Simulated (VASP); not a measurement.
# TiH3 (P6_3/mmc) in VASP: single point with PBE

Aim: the single point of TiH3 with PBE.

Program: VASP 6.6.1. These are calculated values, not measurements. Logs are shortened: lines on timing, memory, paths and dates and some standing lists are left out, and cuts for length are marked.

## 1. The cell of the first run

It takes space group P6_3/mmc (No. 194, hexagonal). The conventional cell has a = 3.165 Å, b = 3.165 Å, c = 5.585 Å, α = 90.00°, β = 90.00°, γ = 120.00°. Ti (site symmetry -6m2) has 11 H at 1.83 to 2.02 Å within 2.4 Å. Within 2.3 Å of H (site symmetry 3m) lie 7 H at 1.74 to 2.11 Å and 4 Ti at 1.92 to 2.02 Å. H (site symmetry -6m2) has 3 Ti at 1.83 Å and 6 H at 2.02 Å within 2.4 Å.

## 2. Single point, PBE

Contents of POSCAR:

```
TiH3
1.0
    3.1654958125      0.0000000000      0.0000000000
   -1.5827479062      2.7413997892      0.0000000000
    0.0000000000      0.0000000000      5.5850786000
Ti H
2 6
Direct
    0.3333333333      0.6666666667      0.2500000000
    0.6666666667      0.3333333333      0.7500000000
    0.3333333333      0.6666666667      0.5939700000
    0.3333333333      0.6666666667      0.9060300000
    0.6666666667      0.3333333333      0.4060300000
    0.6666666667      0.3333333333      0.0939700000
    0.0000000000      0.0000000000      0.2500000000
    0.0000000000      0.0000000000      0.7500000000
```

Contents of INCAR.step1:

```
  PREC = Accurate
  ENCUT = 520
  EDIFF = 1E-6
  ISMEAR = 0
  SIGMA = 0.1
  LREAL = False
  LASPH = True
  NELM = 100
  ALGO = Normal
  ISIF = 2
  LWAVE = False
  LCHARG = True
  LMAXMIX = 4
  GGA = PE
  NBANDS = 25
```

Contents of KPOINTS.step1:

```
Automatic mesh
0
Gamma
  12 12 8
```

Contents of INCAR.step2:

```
  PREC = Accurate
  ENCUT = 520
  EDIFF = 1E-6
  ISMEAR = -5
  SIGMA = 0.1
  LREAL = False
  LASPH = True
  NELM = 100
  ALGO = Normal
  ISIF = 2
  LWAVE = False
  LCHARG = False
  LMAXMIX = 4
  GGA = PE
  LORBIT = 11
  NBANDS = 25
  NEDOS = 2001
  ICHARG = 11
```

Contents of KPOINTS.step2:

```
Automatic mesh
0
Gamma
  18 18 12
```

Potentials or basis: VASP PAW PBE potentials, release 64 (Ti_sv, H).

The run is started by

```bash
cat potpaw_PBE.64/Ti_sv/POTCAR potpaw_PBE.64/H/POTCAR > POTCAR
cp INCAR.step1 INCAR
cp KPOINTS.step1 KPOINTS
mpirun -np 1 vasp_std > vasp.out
cp INCAR.step2 INCAR
cp KPOINTS.step2 KPOINTS
mpirun -np 1 vasp_std > vasp.out
```

OUTCAR:

```text
PREC = Accurate
   ENCUT = 520
   EDIFF = 1E-6
   ISMEAR = -5
   LREAL = False
   LASPH = True
   NELM = 100
   ISIF = 2
   GGA = PE
   LORBIT = 11
   ICHARG = 11

 ion  position               nearest neighbor table
   1  0.333  0.667  0.250-   7 1.83   7 1.83   7 1.83
   2  0.667  0.333  0.750-   8 1.83   8 1.83   8 1.83
   3  0.333  0.667  0.594-
   4  0.333  0.667  0.906-
   5  0.667  0.333  0.406-
   6  0.667  0.333  0.094-
   7  0.000  0.000  0.250-   1 1.83   1 1.83   1 1.83
   8  0.000  0.000  0.750-   2 1.83   2 1.83   2 1.83

  LATTYP: Found a hexagonal cell.
 ALAT       =     3.1654958125
 C/A-ratio  =     1.7643613926

  Lattice vectors:

 A1 = (   3.1654958125,   0.0000000000,   0.0000000000)
 A2 = (  -1.5827479062,   2.7413997892,   0.0000000000)
 A3 = (   0.0000000000,   0.0000000000,   5.5850786000)

Analysis of symmetry for initial positions (statically):
=====================================================================
 Subroutine PRICEL returns:
 Original cell was already a primitive cell.

 Routine SETGRP: Setting up the symmetry group for a
 hexagonal supercell.

 Subroutine GETGRP returns: Found 24 space group operations
 (whereof 12 operations were pure point group operations)
 out of a pool of 24 trial point group operations.

The static configuration has the point symmetry D_3d.
 The point group associated with its full space group is D_6h.

Analysis of symmetry for dynamics (positions and initial velocities):
=====================================================================
 Subroutine PRICEL returns:
 Original cell was already a primitive cell.

 Routine SETGRP: Setting up the symmetry group for a
 hexagonal supercell.

 Subroutine GETGRP returns: Found 24 space group operations
 (whereof 12 operations were pure point group operations)
 out of a pool of 24 trial point group operations.

The dynamic configuration has the point symmetry D_3d.
 The point group associated with its full space group is D_6h.

 Subroutine INISYM returns: Found 24 space group operations
 (whereof 12 operations are pure point group operations),
 and found     1 'primitive' translations

----------------------------------------------------------------------------------------

                                     Primitive cell

  volume of cell :      48.4667

  direct lattice vectors                    reciprocal lattice vectors
     3.165495813  0.000000000  0.000000000     0.315906278  0.182388575  0.000000000
    -1.582747906  2.741399789  0.000000000     0.000000000  0.364777149  0.000000000
     0.000000000  0.000000000  5.585078600     0.000000000  0.000000000  0.179048510

  length of vectors
     3.165495813  3.165495812  5.585078600     0.364777149  0.364777149  0.179048510

  position of ions in fractional coordinates (direct lattice)
     0.333333333  0.666666667  0.250000000
     0.666666667  0.333333333  0.750000000
     0.333333333  0.666666667  0.593970000
     0.333333333  0.666666667  0.906030000
     0.666666667  0.333333333  0.406030000
     0.666666667  0.333333333  0.093970000
     0.000000000  0.000000000  0.250000000
     0.000000000  0.000000000  0.750000000

  ion indices of the primitive-cell ions
   primitive index   ion index
                 1           1
                 2           2
                 3           3
                 4           4
                 5           5
                 6           6
                 7           7
                 8           8

----------------------------------------------------------------------------------------

 KPOINTS: Automatic mesh

Automatic generation of k-mesh.
 Grid dimensions read from file:
 generate k-points for:   18   18   12

 Generating k-lattice:

  Cartesian coordinates                     Fractional coordinates (reciprocal lattice)
     0.017550349  0.010132699  0.000000000     0.055555556 -0.000000000  0.000000000
     0.000000000  0.020265397  0.000000000     0.000000000  0.055555556  0.000000000
     0.000000000  0.000000000  0.014920709     0.000000000  0.000000000  0.083333333

  Length of vectors
     0.020265397  0.020265397  0.014920709

  Shift w.r.t. Gamma in fractional coordinates (k-lattice)
     0.000000000  0.000000000  0.000000000

 TETIRR: Found   3954 inequivalent tetrahedra from    23328

 Subroutine IBZKPT returns following result:
 ===========================================

 Found    259 irreducible k-points:

 Following reciprocal coordinates:
            Coordinates               Weight
  0.000000  0.000000  0.000000      1.000000
  0.055556  0.000000  0.000000      6.000000
  0.111111  0.000000  0.000000      6.000000
  0.166667  0.000000  0.000000      6.000000
  0.222222  0.000000  0.000000      6.000000
  0.277778 -0.000000  0.000000      6.000000
[... 16 lines left out ...]
  0.333333  0.111111  0.000000     12.000000
  0.388889  0.111111  0.000000     12.000000
 [... further k-points ...]
   k-points           NKPTS =    259   k-points in BZ     NKDIM =    259   number of bands    NBANDS=     25
   number of dos      NEDOS =   2001   number of ions     NIONS =      8
   total plane-waves  NPLWV =  24192
   dimension x,y,z NGX =    24 NGY =   24 NGZ =   42
   dimension x,y,z NGXF=    48 NGYF=   48 NGZF=   84
   ions per type =               2   6
   NGX,Y,Z   is equivalent  to a cutoff of  12.60, 12.60, 12.50 a.u.
   NGXF,Y,Z  is equivalent  to a cutoff of  25.21, 25.21, 25.00 a.u.
 SYSTEM =  unknown system
   PREC   = accura    normal or accurate (medium, high low for compatibility)
   ISTART =      0    job   : 0-new  1-cont  2-samecut
   ICHARG =     11    charge: 1-file 2-atom 10-const
   ISPIN  =      1    spin polarized calculation?
   LNONCOLLINEAR =      F non collinear calculations
   LSORBIT =      F    spin-orbit coupling
   LASPH  =      T    aspherical Exc in radial PAW
   ENCUT  =  520.0 eV  38.22 Ry    6.18 a.u.   5.89  5.89 10.38*2*pi/ulx,y,z
   NELM   =    100;   NELMIN=  2; NELMDL=  0     # of ELM steps
   EDIFF  = 0.1E-05   stopping-criterion for ELM
   LREAL  =      F    real-space projection
   EDIFFG = 0.1E-04   stopping-criterion for IOM
   NSW    =      0    number of steps for IOM
   IBRION =     -1    ionic relax: 0-MD 1-quasi-New 2-CG
   NFREE  =      0    steps in history (QN), initial steepest desc. (CG)
   ISIF   =      2    stress and relaxation
   ISYM   =      2    0-nonsym 1-usesym 2-fastsym
   POTIM  = 0.5000    time-step for ionic-motion
   TEBEG  =    0.0;   TEEND  =   0.0 temperature during run
   PSTRESS=    0.0 pullay stress
   NELECT =      30.0000    total number of electrons
   NUPDOWN=      -1.0000    fix difference up-down
   EMIN   =  10.00;   EMAX   =-10.00  energy-range for DOS
   EFERMI =   0.00;   METHOD = LEGACY
   ISMEAR =    -5;   SIGMA  =   0.10  broadening in eV -4-tet -1-fermi 0-gaus
   EFERMI_NEDOS =   21; number of points for ismear=-14 and -15
   IALGO  =     38    algorithm
   IMIX   =      4    mixing-type and parameters
     AMIX     =   0.40;   BMIX     =  1.00
     AMIX_MAG =   1.60;   BMIX_MAG =  1.00
  volume/ion in A,a.u.               =       6.06        40.88
  Fermi-wavevector in a.u.,A,eV,Ry     =   1.395192  2.636531 26.484583  1.946562
  Thomas-Fermi vector in A             =   2.518668
   LORBIT       =     11    0 simple, 1 ext, 2 COOP (PROOUT), +10 PAW based schemes
   GGA     = PE    functional components
   LHFCALC =     F    Hartree Fock is set to
   AEXX    =    0.0000 exact exchange contribution
   IVDW    =     0    specifies the selected vdW correction
   LEPSILON=     F    determine dielectric tensor
   LRPA    =     F    only Hartree local field effects (RPA)
 non-spin polarized calculation
 Fermi weights with tetrahedron method with Bloechl corrections
  energy-cutoff  :      520.00
  volume of cell :       48.47
 maximum number of plane-waves:      1320
 NGX is ok and might be reduce to    24

 number of electron      30.0000006 magnetization

 Free energy of the ion-electron system (eV)
  ---------------------------------------------------
  ext. energy  EPLUGINS =         0.00000000
  ---------------------------------------------------
  free energy    TOTEN  =       -38.22290915 eV

  energy without entropy =      -38.22290915  energy(sigma->0) =      -38.22290915

 E-fermi :   7.5356     XC(G=0): -11.5100

 val. band max:        7.5694723281   @ k =   0.3333   0.0000   0.1667
 cond. band min:       7.4731753957   @ k =   0.2222   0.2222   0.5000
 fundamental gap:     -0.0962969324
 Fermi energy:         7.5355593913

 k-point     1 :       0.0000    0.0000    0.0000
  band No.  band energies     occupation
      1     -50.0207      2.00000
      2     -49.9948      2.00000
      3     -26.4422      2.00000
      4     -26.2086      2.00000
      5     -26.1588      2.00000
      6     -26.1588      2.00000
[... 17 lines left out ...]
     24      11.1675      0.00000
     25      19.5911      0.00000

 k-point     2 :       0.0556    0.0000    0.0000
  band No.  band energies     occupation
      1     -50.0195      2.00000
      2     -49.9939      2.00000
      3     -26.4394      2.00000
      4     -26.2090      2.00000
      5     -26.1679      2.00000
      6     -26.1610      2.00000
[... 17 lines left out ...]
     24      11.2018      0.00000
     25      19.1982      0.00000

 k-point     3 :       0.1111    0.0000    0.0000
  band No.  band energies     occupation
      1     -50.0159      2.00000
      2     -49.9914      2.00000
      3     -26.4311      2.00000
      4     -26.2102      2.00000
      5     -26.1940      2.00000
      6     -26.1723      2.00000
[... 17 lines left out ...]
     24      11.4409      0.00000
     25      18.5718      0.00000

 k-point     4 :       0.1667    0.0000    0.0000
  band No.  band energies     occupation
      1     -50.0104      2.00000
      2     -49.9876      2.00000
      3     -26.4179      2.00000
      4     -26.2340      2.00000
      5     -26.2126      2.00000
      6     -26.2124      2.00000
[... 17 lines left out ...]
     24      12.1078      0.00000
     25      17.4644      0.00000
[... 477 lines left out ...]
 k-point    22 :       0.2778    0.1111    0.0000
  band No.  band energies     occupation
      1     -49.9870      2.00000
      2     -49.9730      2.00000
      3     -26.3808      2.00000
      4     -26.3605      2.00000
      5     -26.3554      2.00000
      6     -26.2301      2.00000
[... 17 lines left out ...]
     24      13.0873      0.00000
     25      14.6625      0.00000

 k-point    23 :       0.3333    0.1111    0.0000
  band No.  band energies     occupation
      1     -49.9811      2.00000
      2     -49.9701      2.00000
      3     -26.4163      2.00000
      4     -26.3914      2.00000
      5     -26.3367      2.00000
      6     -26.2388      2.00000
[... 17 lines left out ...]
     24      12.9385      0.00000
     25      13.9280      0.00000

 k-point    24 :       0.3889    0.1111    0.0000
  band No.  band energies     occupation
      1     -49.9770      2.00000
      2     -49.9685      2.00000
      3     -26.4393      2.00000
      4     -26.4115      2.00000
      5     -26.3221      2.00000
      6     -26.2470      2.00000
[... 17 lines left out ...]
     24      12.6887      0.00000
     25      13.3714      0.00000

 [... further k-points ...]

------------------------ aborting loop because EDIFF is reached ----------------------------------------

  FORCE on cell =-STRESS in cart. coord.  units (eV):
  Direction    XX          YY          ZZ          XY          YZ          ZX
  --------------------------------------------------------------------------------------
  -------------------------------------------------------------------------------------
  Total       -0.0249454     -0.0249454     -0.1204000     -0.0000000      0.0000000     -0.0000000
  in kB       -0.8246264     -0.8246264     -3.9800976     -0.0000000      0.0000000     -0.0000000
  external PRESSURE =      -1.8764501 kB  Pullay stress =       0.0000000 kB

 VOLUME and BASIS-vectors are now :
 -----------------------------------------------------------------------------
  energy-cutoff  :      520.00
  volume of cell :       48.47
      direct lattice vectors                 reciprocal lattice vectors
     3.165495813  0.000000000  0.000000000     0.315906278  0.182388575  0.000000000
    -1.582747906  2.741399789  0.000000000     0.000000000  0.364777149  0.000000000
     0.000000000  0.000000000  5.585078600     0.000000000  0.000000000  0.179048510

 POSITION                                       TOTAL-FORCE (eV/Angst)
 -----------------------------------------------------------------------------------
     -0.00000      1.82760      1.39627        -0.000000      0.000000     -0.000000
      1.58275      0.91380      4.18881         0.000000     -0.000000     -0.000000
     -0.00000      1.82760      3.31737        -0.000000     -0.000000     -0.001647
     -0.00000      1.82760      5.06025        -0.000000      0.000000      0.001647
      1.58275      0.91380      2.26771        -0.000000      0.000000      0.001647
      1.58275      0.91380      0.52483        -0.000000      0.000000     -0.001647
      0.00000      0.00000      1.39627        -0.000000      0.000000      0.000000
      0.00000      0.00000      4.18881        -0.000000     -0.000000     -0.000000
 -----------------------------------------------------------------------------------
    total drift:                               -0.000000      0.000000     -0.000000

  FREE ENERGIE OF THE ION-ELECTRON SYSTEM (eV)
  ---------------------------------------------------
  free  energy   TOTEN  =       -38.2229091490 eV

  energy  without entropy=      -38.2229091490  energy(sigma->0) =      -38.22290915

 total charge

# of ion       s       p       d       tot
------------------------------------------
    1        2.151   6.157   2.013  10.321
    2        2.151   6.157   2.013  10.321
    3        0.541   0.016   0.000   0.557
    4        0.541   0.016   0.000   0.557
    5        0.541   0.016   0.000   0.557
    6        0.541   0.016   0.000   0.557
    7        0.587   0.016   0.000   0.603
    8        0.587   0.016   0.000   0.603
--------------------------------------------------
tot          7.639  12.411   4.027  24.077
```

It took 2.3 min on 1 thread of AMD EPYC 9R45 (Zen 5), shared host; peak memory 0.32 GiB.

What came out:

```
Valence electrons inside the program's atomic spheres : Ti 10.32; H 0.56, 0.60 (each value once)
```

Levels at points of the mesh, in eV from the Fermi level:
| k point | band 11 | band 12 | band 13 | band 14 | band 15 | band 16 | band 17 | band 18 | band 19 | band 20 |
| --- | --- | --- | --- | --- | --- | --- | --- | --- | --- | --- |
| (0.00, 0.00, 0.00) | -6.47 | -3.17 | -0.55 | -0.55 | -0.32 | -0.32 | 0.68 | 0.68 | 0.71 | 1.32 |
| (0.50, 0.00, 0.00) | -6.33 | -5.08 | -4.76 | -4.45 | -0.22 | 0.90 | 1.67 | 1.73 | 1.81 | 1.90 |
| (0.00, 0.00, 0.50) | -4.80 | -4.80 | -0.53 | -0.53 | -0.53 | -0.53 | 0.87 | 0.87 | 1.26 | 1.26 |
| (0.50, 0.00, 0.50) | -6.25 | -6.25 | -4.76 | -4.76 | 0.54 | 0.54 | 1.13 | 1.13 | 1.86 | 1.86 |
